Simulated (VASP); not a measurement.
A run of VASP 6.6.1:

Contents of INCAR:

```
  ALGO = Normal
  EDIFF = 1E-7
  ENCUT = 520
  GGA = RP
  ISIF = 2
  ISMEAR = -1
  IVDW = 12
  LASPH = T
  LCHARG = F
  LREAL = F
  LWAVE = F
  NBANDS = 17
  NELM = 60
  PREC = Accurate
  SIGMA = 0.05
```

File KPOINTS:

```
k-points
0
Gamma
  7 7 7
```

POSCAR

```
PbSe
1.0
    3.4201178061      0.0000000000      0.0000000000
    0.0000000000      3.4201178061      0.0000000000
    0.0000000000      0.0000000000      3.4201178061
Pb Se
1 1
Direct
    0.0000000000      0.0000000000      0.0000000000
    0.5000000000      0.5000000000      0.5000000000
```

Potentials or basis: VASP PAW PBE potentials, release 64 (Pb_d, Se).

Run with:

```sh
$ cat potpaw_PBE.64/Pb_d/POTCAR potpaw_PBE.64/Se/POTCAR > POTCAR
$ mpirun -np 1 vasp_std > vasp.out
```

Hardware: 1 thread of Intel(R) Xeon(R) Platinum 8259CL CPU @ 2.50GHz (Skylake/Cascade Lake) (shared host).

Q: Estimate the wall time of this run.

A: Wall time 14 s on 1 thread of Intel(R) Xeon(R) Platinum 8259CL CPU @ 2.50GHz (Skylake/Cascade Lake), with other jobs on the host, peak memory 0.17 GiB. Counts: scf iterations 14, k points 20.
